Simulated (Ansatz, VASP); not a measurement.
One calculation of WSe2, two programs

```
W Se
1.0
     3.82484    0.00000    0.00000
     0.00000    3.82484    0.00000
     0.00000    0.00000    4.77123
W Se
1 2
Direct
  0.00000 0.00000 0.50000
  0.00000 0.00000 0.00000
  0.50000 0.50000 0.00000
```

Alike in both runs: functional PBE; k mesh 4 × 4 × 4; occupations gaussian, width 0.1 eV; no spin polarisation.

Ansatz relaxed the structure, and its values are those at the end. VASP's run is a single point on that final structure, the one shown.

|  | VASP | Ansatz |
| --- | --- | --- |
| version | VASP 6.6.1 | Ansatz 0.2.0 |
| potentials or method | VASP PAW PBE potentials, release 64 (W_sv, Se), cutoff 520 eV | scalar-relativistic, plane waves, PAW |
| valence electrons in the cell | 26 | 46 |

```tsv
	VASP	Ansatz	Ansatz less VASP
gap on the k mesh at the Fermi level (eV)	none	none	-
pressure (GPa)	0.0	-0.1	-0.11
```

A gap of «none» marks a metal or a gap that the smearing closes. With one functional, cell and mesh, what is left measures potentials, basis and numerics. VASP's potentials hold 26 valence electrons a cell and Ansatz's 46, so a difference there can come from the potentials and not from the codes.

The k mesh is coarse, so the values compare programs but aren't converged. Neither program's run includes spin-orbit coupling.
